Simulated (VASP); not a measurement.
# Hg (P6_3/mmc) in VASP: relaxation of shape and atoms at fixed volume with PBE

Aim: the relaxation of shape and atoms at fixed volume of Hg with PBE.

Program: VASP 6.6.1. These are calculated values, not measurements. Logs are shortened: lines on timing, memory, paths and dates and some standing lists are left out, and cuts for length are marked.

**1. The cell of the first run**

The structure is hexagonal, space group P6_3/mmc (No. 194). The conventional cell has a = 2.757 Å, b = 2.757 Å, c = 4.278 Å, α = 90.00°, β = 90.00°, γ = 120.00°. Within 3.5 Å of Hg (site symmetry -6m2) lie 12 Hg at 2.67 to 2.76 Å.

**2. Relaxation of shape and atoms at fixed volume, PBE**

Contents of INCAR:

```
ALGO = All ; EDIFF = 1E-7
EDIFFG = -0.005 ; ENCUT = 500
GGA = PE ; GGA_COMPAT = F
IBRION = 2 ; ISEARCH = 1
ISIF = 4 ; ISMEAR = -1
KPAR = 4 ; LASPH = T
LCHARG = F ; LREAL = F
LWAVE = F ; NELM = 300
NELMIN = 4 ; NSW = 50
PREC = Accurate ; SIGMA = 0.05
```

Contents of KPOINTS:

```
k-points
0
Gamma
  14 14 8
```

Contents of POSCAR:

```
Hg
1.0
    2.7568806360      0.0000000000      0.0000000000
   -1.3784403180      2.3875286660      0.0000000000
    0.0000000000      0.0000000000      4.2783406282
Hg
2
Direct
    0.3333333333      0.6666666667      0.2500000000
    0.6666666667      0.3333333333      0.7500000000
```

Potentials or basis: VASP PAW PBE potentials, release 64 (Hg).

On the command line:

```console
$ cat potpaw_PBE.64/Hg/POTCAR > POTCAR
$ mpirun -np 4 vasp_std > vasp.out
```

OUTCAR:

```text
EDIFF = 1E-7
   EDIFFG = -0.005
   ENCUT = 500
   GGA = PE
   IBRION = 2
   ISIF = 4
   ISMEAR = -1
   LASPH = T
   LREAL = F
   NELM = 300
   NELMIN = 4
   NSW = 50
   PREC = Accurate

 ion  position               nearest neighbor table
   1  0.333  0.667  0.250-   2 2.67   2 2.67   2 2.67   2 2.67   2 2.67   2 2.67   2 3.84   2 3.84
                             2 3.84   2 3.84   2 3.84   2 3.84
   2  0.667  0.333  0.750-   1 2.67   1 2.67   1 2.67   1 2.67   1 2.67   1 2.67   1 3.84   1 3.84
                             1 3.84   1 3.84   1 3.84   1 3.84

  LATTYP: Found a hexagonal cell.
 ALAT       =     2.7568806360
 C/A-ratio  =     1.5518773545

  Lattice vectors:

 A1 = (   2.7568806360,   0.0000000000,   0.0000000000)
 A2 = (  -1.3784403180,   2.3875286660,   0.0000000000)
 A3 = (   0.0000000000,   0.0000000000,   4.2783406282)

Analysis of symmetry for initial positions (statically):
=====================================================================
 Subroutine PRICEL returns:
 Original cell was already a primitive cell.

 Routine SETGRP: Setting up the symmetry group for a
 hexagonal supercell.

 Subroutine GETGRP returns: Found 24 space group operations
 (whereof 12 operations were pure point group operations)
 out of a pool of 24 trial point group operations.

The static configuration has the point symmetry D_3d.
 The point group associated with its full space group is D_6h.

Analysis of symmetry for dynamics (positions and initial velocities):
=====================================================================
 Subroutine PRICEL returns:
 Original cell was already a primitive cell.

 Routine SETGRP: Setting up the symmetry group for a
 hexagonal supercell.

 Subroutine GETGRP returns: Found 24 space group operations
 (whereof 12 operations were pure point group operations)
 out of a pool of 24 trial point group operations.

The dynamic configuration has the point symmetry D_3d.
 The point group associated with its full space group is D_6h.

 Subroutine INISYM returns: Found 24 space group operations
 (whereof 12 operations are pure point group operations),
 and found     1 'primitive' translations

----------------------------------------------------------------------------------------

                                     Primitive cell

  volume of cell :      28.1606

  direct lattice vectors                    reciprocal lattice vectors
     2.756880636  0.000000000  0.000000000     0.362728798  0.209421569  0.000000000
    -1.378440318  2.387528666  0.000000000     0.000000000  0.418843139  0.000000000
     0.000000000  0.000000000  4.278340628     0.000000000  0.000000000  0.233735480

  length of vectors
     2.756880636  2.756880636  4.278340628     0.418843139  0.418843139  0.233735480

  position of ions in fractional coordinates (direct lattice)
     0.333333333  0.666666667  0.250000000
     0.666666667  0.333333333  0.750000000

  ion indices of the primitive-cell ions
   primitive index   ion index
                 1           1
                 2           2

----------------------------------------------------------------------------------------

 KPOINTS: k-points

Automatic generation of k-mesh.
 Grid dimensions read from file:
 generate k-points for:   14   14    8

 Generating k-lattice:

  Cartesian coordinates                     Fractional coordinates (reciprocal lattice)
     0.025909200  0.014958684  0.000000000     0.071428571  0.000000000  0.000000000
     0.000000000  0.029917367  0.000000000     0.000000000  0.071428571  0.000000000
     0.000000000  0.000000000  0.029216935     0.000000000  0.000000000  0.125000000

  Length of vectors
     0.029917367  0.029917367  0.029216935

  Shift w.r.t. Gamma in fractional coordinates (k-lattice)
     0.000000000  0.000000000  0.000000000

 Subroutine IBZKPT returns following result:
 ===========================================

 Found    120 irreducible k-points:

 Following reciprocal coordinates:
            Coordinates               Weight
  0.000000  0.000000  0.000000      1.000000
  0.071429 -0.000000  0.000000      6.000000
  0.142857  0.000000  0.000000      6.000000
  0.214286 -0.000000  0.000000      6.000000
  0.285714  0.000000  0.000000      6.000000
  0.357143 -0.000000  0.000000      6.000000
[... 16 lines left out ...]
  0.285714  0.285714  0.000000      6.000000
  0.357143  0.285714  0.000000      6.000000
 [... further k-points ...]
   k-points           NKPTS =    120   k-points in BZ     NKDIM =    120   number of bands    NBANDS=     16
   number of dos      NEDOS =    301   number of ions     NIONS =      2
   total plane-waves  NPLWV =  12800
   dimension x,y,z NGX =    20 NGY =   20 NGZ =   32
   dimension x,y,z NGXF=    40 NGYF=   40 NGZF=   64
   ions per type =               2
   NGX,Y,Z   is equivalent  to a cutoff of  12.06, 12.06, 12.43 a.u.
   NGXF,Y,Z  is equivalent  to a cutoff of  24.12, 24.12, 24.87 a.u.
 SYSTEM =  unknown system
   PREC   = accura    normal or accurate (medium, high low for compatibility)
   ISTART =      0    job   : 0-new  1-cont  2-samecut
   ICHARG =      2    charge: 1-file 2-atom 10-const
   ISPIN  =      1    spin polarized calculation?
   LNONCOLLINEAR =      F non collinear calculations
   LSORBIT =      F    spin-orbit coupling
   LASPH  =      T    aspherical Exc in radial PAW
   ENCUT  =  500.0 eV  36.75 Ry    6.06 a.u.   5.03  5.03  7.80*2*pi/ulx,y,z
   NELM   =    300;   NELMIN=  4; NELMDL= -5     # of ELM steps
   EDIFF  = 0.1E-06   stopping-criterion for ELM
   LREAL  =      F    real-space projection
   EDIFFG = -.5E-02   stopping-criterion for IOM
   NSW    =     50    number of steps for IOM
   IBRION =      2    ionic relax: 0-MD 1-quasi-New 2-CG
   NFREE  =      1    steps in history (QN), initial steepest desc. (CG)
   ISIF   =      4    stress and relaxation
   ISYM   =      2    0-nonsym 1-usesym 2-fastsym
   POTIM  = 0.5000    time-step for ionic-motion
   TEBEG  =    0.0;   TEEND  =   0.0 temperature during run
   PSTRESS=    0.0 pullay stress
   NELECT =      24.0000    total number of electrons
   NUPDOWN=      -1.0000    fix difference up-down
   EMIN   =  10.00;   EMAX   =-10.00  energy-range for DOS
   EFERMI =   0.00;   METHOD = LEGACY
   ISMEAR =    -1;   SIGMA  =   0.05  broadening in eV -4-tet -1-fermi 0-gaus
   EFERMI_NEDOS =   21; number of points for ismear=-14 and -15
   IALGO  =     58    algorithm
   IMIX   =      4    mixing-type and parameters
     AMIX     =   0.40;   BMIX     =  1.00
     AMIX_MAG =   1.60;   BMIX_MAG =  1.00
  volume/ion in A,a.u.               =      14.08        95.02
  Fermi-wavevector in a.u.,A,eV,Ry     =   1.552141  2.933122 32.778378  2.409143
  Thomas-Fermi vector in A             =   2.656559
   LORBIT       =      0    0 simple, 1 ext, 2 COOP (PROOUT), +10 PAW based schemes
   GGA     = PE    functional components
   LHFCALC =     F    Hartree Fock is set to
   AEXX    =    0.0000 exact exchange contribution
   IVDW    =     0    specifies the selected vdW correction
   LEPSILON=     F    determine dielectric tensor
   LRPA    =     F    only Hartree local field effects (RPA)
 conjugate gradient relaxation of ions
 non-spin polarized calculation
  energy-cutoff  :      500.00
  volume of cell :       28.16
 maximum number of plane-waves:       732
 NGX is ok and might be reduce to    20
   NGX =  9   NGY =  9   NGZ = 15

--------------------------------------- Ionic step        1  -------------------------------------------

 number of electron      24.0000001 magnetization

 Free energy of the ion-electron system (eV)
  ---------------------------------------------------
  ext. energy  EPLUGINS =         0.00000000
  ---------------------------------------------------
  free energy    TOTEN  =         4.44204300 eV

  energy without entropy =        4.44736610  energy(sigma->0) =        4.44470455

------------------------ aborting loop because EDIFF is reached ----------------------------------------

  FORCE on cell =-STRESS in cart. coord.  units (eV):
  Direction    XX          YY          ZZ          XY          YZ          ZX
  --------------------------------------------------------------------------------------
  -------------------------------------------------------------------------------------
  Total       21.8145640     21.8145640     23.8460377      0.0000000     -0.0000000      0.0000000
  in kB     1241.1240843   1241.1240843   1356.7033316      0.0000000     -0.0000000      0.0000000
  external PRESSURE =    1279.6505001 kB  Pullay stress =       0.0000000 kB
[... 129 lines left out ...]
  energy  without entropy=        4.3863001030  energy(sigma->0) =        4.38481944

--------------------------------------- Ionic step        5  -------------------------------------------

 number of electron      24.0000003 magnetization

 Free energy of the ion-electron system (eV)
  ---------------------------------------------------
  ext. energy  EPLUGINS =         0.00000000
  ---------------------------------------------------
  free energy    TOTEN  =         4.38332496 eV

  energy without entropy =        4.38625392  energy(sigma->0) =        4.38478944

 E-fermi :   9.7946     XC(G=0): -13.9216

 val. band max:        9.7658182743   @ k =   0.0000   0.0000   0.1250
 cond. band min:       9.8029411660   @ k =   0.2857   0.2857   0.2500
 fundamental gap:      0.0371228917
 Fermi energy:         9.7945707318

 k-point     1 :       0.0000    0.0000    0.0000
  band No.  band energies     occupation
      1      -6.1382      2.00000
      2      -3.9692      2.00000
      3      -1.2747      2.00000
      4      -1.0471      2.00000
      5      -1.0471      2.00000
      6      -0.6621      2.00000
[... 8 lines left out ...]
     15      24.0574      0.00000
     16      24.9682      0.00000
[... 420 lines left out ...]
  band No.  band energies     occupation
      1      -2.9414      2.00000
      2      -2.2321      2.00000
      3      -2.2012      2.00000
      4      -1.3697      2.00000
      5      -1.2389      2.00000
      6      -1.0489      2.00000
[... 8 lines left out ...]
     15      16.3997      0.00000
     16      16.6065      0.00000

 [... further k-points ...]

------------------------ aborting loop because EDIFF is reached ----------------------------------------

  FORCE on cell =-STRESS in cart. coord.  units (eV):
  Direction    XX          YY          ZZ          XY          YZ          ZX
  --------------------------------------------------------------------------------------
  -------------------------------------------------------------------------------------
  Total       22.4179344     22.4179344     22.4120887     -0.0000000      0.0000000     -0.0000000
  in kB     1275.4524142   1275.4524142   1275.1198284     -0.0000000      0.0000000     -0.0000000
  external PRESSURE =    1275.3415523 kB  Pullay stress =       0.0000000 kB
[... 17 lines left out ...]
  FREE ENERGIE OF THE ION-ELECTRON SYSTEM (eV)
  ---------------------------------------------------
  free  energy   TOTEN  =         4.3833249595 eV

  energy  without entropy=        4.3862538939  energy(sigma->0) =        4.38478943

 reached required accuracy - stopping structural energy minimisation
```

It took 69 s on 4 MPI ranks of Intel Xeon Platinum 8375C at 2.90GHz (Ice Lake), shared host; peak memory 0.2 GiB.

Results:

| Quantity | Value |
| --- | --- |
| Free energy | 4.3833 eV |
| Energy gained by relaxing | 29.4 meV/atom |
| Ionic steps | 5 |
| Pressure after relaxing | 127.5 GPa |
| Band gap on the k mesh | zero (bands 12 and 13 overlap by 1.77 eV) |

The path:
```
step  energy change (eV)  largest force (eV/Å)  pressure (GPa)  volume (Å³)
   1              0.0000                0.0000          127.97        28.16
   2             -0.0553                0.0000          127.46        28.16
   3             -0.0585                0.0000          127.49        28.16
   4             -0.0587                0.0000          127.52        28.16
   5             -0.0587                0.0000          127.53        28.16
```

Final structure:
```cif
data_structure
_symmetry_space_group_name_H-M 'P 1'
_symmetry_Int_Tables_number 1
_cell_length_a 2.6992
_cell_length_b 2.6992
_cell_length_c 4.4632
_cell_angle_alpha 90.000
_cell_angle_beta 90.000
_cell_angle_gamma 120.000
_cell_volume 28.16
loop_
_atom_site_label
_atom_site_type_symbol
_atom_site_fract_x
_atom_site_fract_y
_atom_site_fract_z
_atom_site_occupancy
Hg1 Hg 0.33333 0.66667 0.25000 1
Hg2 Hg 0.66667 0.33333 0.75000 1
```

Caveat: spin-orbit coupling is left out, which moves the levels of the heavy elements.

The gap in the log of VASP goes by the Fermi energy; the results here count the filled bands.